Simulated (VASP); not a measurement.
# C in VASP: single point with PBEsol

Aim: the single point of C with PBEsol.

Everything below comes from runs of VASP 6.6.1. Logs are shortened: lines on timing, memory, paths and dates and some standing lists are left out, and cuts for length are marked.

## Step 1: The cell of the first run

The cell holds a slab with vacuum, 19 atoms: a = 7.398 Å, b = 7.398 Å, c = 11.000 Å, α = 90.00°, β = 90.00°, γ = 120.00°.

## Step 2: Single point, PBEsol, collinear spin

File INCAR:

```
  ALGO = Normal
  EDIFF = 1E-6
  ENCUT = 520
  GGA = PS
  ISIF = 2
  ISMEAR = -1
  ISPIN = 2
  LASPH = T
  LCHARG = F
  LORBIT = 11
  LREAL = Auto
  LWAVE = F
  MAGMOM = 0 0 0 0 0 0 0 0 0 0 0 0 0 0 0 0 0 0 1
  NBANDS = 57
  NELM = 150
  PREC = Accurate
  SIGMA = 0.05
```

File KPOINTS:

```
k-points
0
Gamma
  2 2 1
```

File POSCAR:

```
C
1.0
    7.3980000000      0.0000000000      0.0000000000
   -3.6990000000      6.4068560000      0.0000000000
    0.0000000000      0.0000000000     11.0000000000
C
19
Direct
    0.0037575287     -0.0002209606      0.0829554198
    0.2229060585      0.1125478032      0.0912193948
    0.0041316215      0.3329529820      0.0841267740
    0.2241121312      0.4429730935      0.0850693839
    0.0036606233      0.6657969322      0.0823911921
    0.2227327680      0.7720580175      0.0906299150
    0.3281189374     -0.0052523546      0.1178458754
    0.5679688558      0.1150430476      0.1178565997
    0.3357332859      0.3320741184      0.0891963706
    0.5603257830      0.4444658565      0.0890726858
    0.3356020192      0.6654036826      0.0889628645
    0.5602752145      0.7777719684      0.0894502032
    0.6732177317     -0.0026809928      0.0914109312
    0.8922944869      0.1100376765      0.0830783708
    0.6731846425      0.3378106260      0.0909079638
    0.8922965046      0.4440810512      0.0824989028
    0.6718924308      0.6669313724      0.0852936766
    0.8917988945      0.7768985781      0.0841302710
    0.4477558820      0.0539817019      0.2366306048
```

Potentials or basis: VASP PAW PBE potentials, release 64 (C).

Started as:

```console
cat potpaw_PBE.64/C/POTCAR > POTCAR
mpirun -np 1 vasp_std > vasp.out
```

OUTCAR:

```text
EDIFF = 1E-6
   ENCUT = 520
   GGA = PS
   ISIF = 2
   ISMEAR = -1
   ISPIN = 2
   LASPH = T
   LORBIT = 11
   LREAL = Auto
   NELM = 150
   PREC = Accurate

 ion  position               nearest neighbor table
   1  0.004  1.000  0.083-   2 1.41  14 1.42  18 1.43
   2  0.223  0.113  0.091-   9 1.41   1 1.41   7 1.46
   3  0.004  0.333  0.084-   4 1.41  14 1.43  16 1.43
   4  0.224  0.443  0.085-   3 1.41  11 1.43   9 1.43
   5  0.004  0.666  0.082-   6 1.41  16 1.42  18 1.43
   6  0.223  0.772  0.091-   5 1.41  11 1.41   7 1.46
   7  0.328  0.995  0.118-   6 1.46   2 1.46  19 1.51   8 1.54
   8  0.568  0.115  0.118-  15 1.46  13 1.46  19 1.52   7 1.54
   9  0.336  0.332  0.089-   2 1.41   4 1.43  10 1.44
  10  0.560  0.444  0.089-  15 1.41  17 1.43   9 1.44
  11  0.336  0.665  0.089-   6 1.41   4 1.43  12 1.44
  12  0.560  0.778  0.089-  13 1.41  17 1.43  11 1.44
  13  0.673  0.997  0.091-  14 1.41  12 1.41   8 1.46
  14  0.892  0.110  0.083-  13 1.41   1 1.42   3 1.43
  15  0.673  0.338  0.091-  10 1.41  16 1.41   8 1.46
  16  0.892  0.444  0.082-  15 1.41   5 1.42   3 1.43
  17  0.672  0.667  0.085-  18 1.41  10 1.43  12 1.43
  18  0.892  0.777  0.084-  17 1.41   1 1.43   5 1.43
  19  0.448  0.054  0.237-   7 1.51   8 1.52

  LATTYP: Found a hexagonal cell.
 ALAT       =     7.3980000000
 C/A-ratio  =     1.4868883482

  Lattice vectors:

 A1 = (   7.3980000000,   0.0000000000,   0.0000000000)
 A2 = (  -3.6990000000,   6.4068560000,   0.0000000000)
 A3 = (   0.0000000000,   0.0000000000,  11.0000000000)

Analysis of symmetry for initial positions (statically):
=====================================================================
 Subroutine PRICEL returns:
 Original cell was already a primitive cell.

 Routine SETGRP: Setting up the symmetry group for a
 hexagonal supercell.

 Subroutine GETGRP returns: Found  1 space group operations
 (whereof  1 operations were pure point group operations)
 out of a pool of 24 trial point group operations.

The static configuration has the point symmetry C_1 .

Analysis of symmetry for dynamics (positions and initial velocities):
=====================================================================
 Subroutine PRICEL returns:
 Original cell was already a primitive cell.

 Routine SETGRP: Setting up the symmetry group for a
 hexagonal supercell.

 Subroutine GETGRP returns: Found  1 space group operations
 (whereof  1 operations were pure point group operations)
 out of a pool of 24 trial point group operations.

The dynamic configuration has the point symmetry C_1 .

Analysis of structural, dynamic, and magnetic symmetry:
=====================================================================
 Subroutine PRICEL returns:
 Original cell was already a primitive cell.

 Routine SETGRP: Setting up the symmetry group for a
 hexagonal supercell.

 Subroutine GETGRP returns: Found  1 space group operations
 (whereof  1 operations were pure point group operations)
 out of a pool of 24 trial point group operations.

The overall configuration has the point symmetry C_1 .

 Subroutine INISYM returns: Found  1 space group operations
 (whereof  1 operations are pure point group operations),
 and found     1 'primitive' translations

----------------------------------------------------------------------------------------

                                     Primitive cell

  volume of cell :     521.3771

  direct lattice vectors                    reciprocal lattice vectors
     7.398000000  0.000000000  0.000000000     0.135171668  0.078041398  0.000000000
    -3.699000000  6.406856000  0.000000000     0.000000000  0.156082796  0.000000000
     0.000000000  0.000000000 11.000000000     0.000000000  0.000000000  0.090909091

  length of vectors
     7.398000000  7.398000054 11.000000000     0.156082797  0.156082796  0.090909091

  position of ions in fractional coordinates (direct lattice)
     0.003757529  0.999779039  0.082955420
     0.222906059  0.112547803  0.091219395
     0.004131622  0.332952982  0.084126774
     0.224112131  0.442973094  0.085069384
     0.003660623  0.665796932  0.082391192
[... 66 lines left out ...]
  0.500000 -0.000000  0.000000      1.000000
  0.000000  0.500000  0.000000      1.000000
  0.500000  0.500000  0.000000      1.000000
   k-points           NKPTS =      4   k-points in BZ     NKDIM =      4   number of bands    NBANDS=     57
   number of dos      NEDOS =    301   number of ions     NIONS =     19
   total plane-waves  NPLWV = 263424
   dimension x,y,z NGX =    56 NGY =   56 NGZ =   84
   dimension x,y,z NGXF=   112 NGYF=  112 NGZF=  168
   ions per type =              19
   NGX,Y,Z   is equivalent  to a cutoff of  12.58, 12.58, 12.70 a.u.
   NGXF,Y,Z  is equivalent  to a cutoff of  25.17, 25.17, 25.39 a.u.
 SYSTEM =  unknown system
   PREC   = accura    normal or accurate (medium, high low for compatibility)
   ISTART =      0    job   : 0-new  1-cont  2-samecut
   ICHARG =      2    charge: 1-file 2-atom 10-const
   ISPIN  =      2    spin polarized calculation?
   LNONCOLLINEAR =      F non collinear calculations
   LSORBIT =      F    spin-orbit coupling
   LASPH  =      T    aspherical Exc in radial PAW
   ENCUT  =  520.0 eV  38.22 Ry    6.18 a.u.  13.76 13.76 20.45*2*pi/ulx,y,z
   NELM   =    150;   NELMIN=  2; NELMDL= -5     # of ELM steps
   EDIFF  = 0.1E-05   stopping-criterion for ELM
   LREAL  =      T    real-space projection
   EDIFFG = 0.1E-04   stopping-criterion for IOM
   NSW    =      0    number of steps for IOM
[... 5 lines left out ...]
   TEBEG  =    0.0;   TEEND  =   0.0 temperature during run
   PSTRESS=    0.0 pullay stress
   NELECT =      76.0000    total number of electrons
   NUPDOWN=      -1.0000    fix difference up-down
   EMIN   =  10.00;   EMAX   =-10.00  energy-range for DOS
   EFERMI =   0.00;   METHOD = LEGACY
   ISMEAR =    -1;   SIGMA  =   0.05  broadening in eV -4-tet -1-fermi 0-gaus
   EFERMI_NEDOS =   21; number of points for ismear=-14 and -15
   IALGO  =     38    algorithm
   IMIX   =      4    mixing-type and parameters
     AMIX     =   0.40;   BMIX     =  1.00
     AMIX_MAG =   1.60;   BMIX_MAG =  1.00
  volume/ion in A,a.u.               =      27.44       185.18
  Fermi-wavevector in a.u.,A,eV,Ry     =   0.861580  1.628149 10.099867  0.742319
  Thomas-Fermi vector in A             =   1.979254
   LORBIT       =     11    0 simple, 1 ext, 2 COOP (PROOUT), +10 PAW based schemes
   GGA     = PS    functional components
   LHFCALC =     F    Hartree Fock is set to
   AEXX    =    0.0000 exact exchange contribution
   IVDW    =     0    specifies the selected vdW correction
   LEPSILON=     F    determine dielectric tensor
   LRPA    =     F    only Hartree local field effects (RPA)
 spin polarized calculation
  energy-cutoff  :      520.00
  volume of cell :      521.38
 maximum number of plane-waves:     14099
 NGX is ok and might be reduce to    56
   NGX = 27   NGY = 27   NGZ = 41

 number of electron      75.9999996 magnetization       0.5139883

 Free energy of the ion-electron system (eV)
  ---------------------------------------------------
  ext. energy  EPLUGINS =         0.00000000
  ---------------------------------------------------
  free energy    TOTEN  =      -176.56656715 eV

  energy without entropy =     -176.52467085  energy(sigma->0) =     -176.54561900

 E-fermi :  -1.9958     XC(G=0):  -4.1776

 val. band max:       -2.0090685577   @ k =   0.5000   0.5000   0.0000
 cond. band min:      -1.8736860115   @ k =   0.0000   0.0000   0.0000
 fundamental gap:      0.1353825462
 Fermi energy:        -1.9958489531

 spin component 1

 k-point     1 :       0.0000    0.0000    0.0000
  band No.  band energies     occupation
      1     -21.7013      1.00000
      2     -19.9698      1.00000
      3     -18.9191      1.00000
      4     -18.8732      1.00000
      5     -18.8080      1.00000
      6     -18.7460      1.00000
[... 201 lines left out ...]
     49       4.3055      0.00000
     50       4.4210      0.00000
 Fermi energy:        -1.9958489531

 spin component 2

 k-point     1 :       0.0000    0.0000    0.0000
  band No.  band energies     occupation
      1     -21.6555      1.00000
      2     -19.8961      1.00000
      3     -18.9035      1.00000
      4     -18.8563      1.00000
      5     -18.7845      1.00000
      6     -18.7363      1.00000
[... 201 lines left out ...]
     49       4.3222      0.00000
     50       4.4422      0.00000
 [bands above 50 left out]

------------------------ aborting loop because EDIFF is reached ----------------------------------------

  FORCE on cell =-STRESS in cart. coord.  units (eV):
  Direction    XX          YY          ZZ          XY          YZ          ZX
  --------------------------------------------------------------------------------------
  -------------------------------------------------------------------------------------
  Total        0.7941606      1.9484671      0.0275995     -0.9548782      0.0257670     -0.0023459
  in kB        2.4404333      5.9875848      0.0848125     -2.9343140      0.0791813     -0.0072088
  external PRESSURE =       2.8376102 kB  Pullay stress =       0.0000000 kB

 VOLUME and BASIS-vectors are now :
 -----------------------------------------------------------------------------
  energy-cutoff  :      520.00
  volume of cell :      521.38
      direct lattice vectors                 reciprocal lattice vectors
     7.398000000  0.000000000  0.000000000     0.135171668  0.078041398  0.000000000
    -3.699000000  6.406856000  0.000000000     0.000000000  0.156082796  0.000000000
     0.000000000  0.000000000 11.000000000     0.000000000  0.000000000  0.090909091

 POSITION                                       TOTAL-FORCE (eV/Angst)
 -----------------------------------------------------------------------------------
     -3.67038      6.40544      0.91251         0.012643     -0.004234     -0.006347
      1.23274      0.72108      1.00341         0.022443     -0.005420      0.015907
     -1.20103      2.13318      0.92539         0.014278      0.019275     -0.009079
      0.01942      2.83806      0.93576         0.005236     -0.010512     -0.006237
     -2.43570      4.26567      0.90630        -0.000646      0.007934     -0.007923
     -1.20807      4.94646      0.99693         0.014898      0.018627      0.027289
[... 11 lines left out ...]
      3.72378      4.97748      0.92543         0.011707     -0.007383     -0.000445
      3.11282      0.34585      2.60294        -0.000602      0.018995      0.140230
 -----------------------------------------------------------------------------------
    total drift:                                0.005313      0.021031      0.011674

  FREE ENERGIE OF THE ION-ELECTRON SYSTEM (eV)
  ---------------------------------------------------
  free  energy   TOTEN  =      -176.5665671541 eV

  energy  without entropy=     -176.5246708511  energy(sigma->0) =     -176.54561900

 total charge

# of ion       s       p       d       tot
------------------------------------------
    1        0.862   1.786   0.000   2.647
    2        0.861   1.775   0.000   2.636
    3        0.856   1.793   0.000   2.649
    4        0.859   1.788   0.000   2.646
    5        0.862   1.786   0.000   2.647
    6        0.861   1.776   0.000   2.637
[... 11 lines left out ...]
   18        0.856   1.793   0.000   2.650
   19        0.982   1.297   0.000   2.278
--------------------------------------------------
tot         16.403  33.425   0.000  49.828

 magnetization (x)

# of ion       s       p       d       tot
------------------------------------------
    1        0.000   0.006   0.000   0.007
    2        0.002   0.008   0.000   0.010
    3        0.000   0.003   0.000   0.003
    4       -0.000  -0.001   0.000  -0.001
    5        0.000   0.006   0.000   0.007
    6        0.002   0.008   0.000   0.010
[... 11 lines left out ...]
   18        0.000   0.003   0.000   0.003
   19        0.009   0.162   0.000   0.171
--------------------------------------------------
tot          0.019   0.249   0.000   0.268
```

Run time: 14 min. Hardware: 1 thread of Intel Xeon 6975P-C (Granite Rapids), shared host; peak memory 0.79 GiB.

What came out:

- Free energy: -176.5666 eV
- Largest force: 0.142 eV/Å
- Net moment: 0.51 μB per cell
- Site moments: C +0.01, +0.00, -0.00, -0.01, +0.17 (each value once) μB
- Valence electrons inside the program's atomic spheres: C 2.65, 2.64, 2.28 (each value once)

Forces in eV/Å, atoms in the order of the input:
```
C    0.013 -0.004 -0.006
C    0.022 -0.005  0.016
C    0.014  0.019 -0.009
C    0.005 -0.011 -0.006
C   -0.001  0.008 -0.008
C    0.015  0.019  0.027
C   -0.087 -0.044 -0.073
C    0.058  0.035 -0.049
C    0.010  0.000  0.004
C    0.001 -0.008  0.004
C    0.019  0.014  0.004
C   -0.015  0.005 -0.015
C   -0.028  0.001 -0.002
C   -0.009  0.015 -0.020
C    0.002 -0.031  0.018
C   -0.012 -0.017 -0.009
C   -0.018 -0.006 -0.015
C    0.012 -0.007  0.000
C   -0.001  0.019  0.140
```

Caveat: the k points lie up to 0.49 Å⁻¹ apart; there is no dipole correction, which matters where the two faces differ; the PAW data sets were made with another functional, which shifts forces and pressure a little.
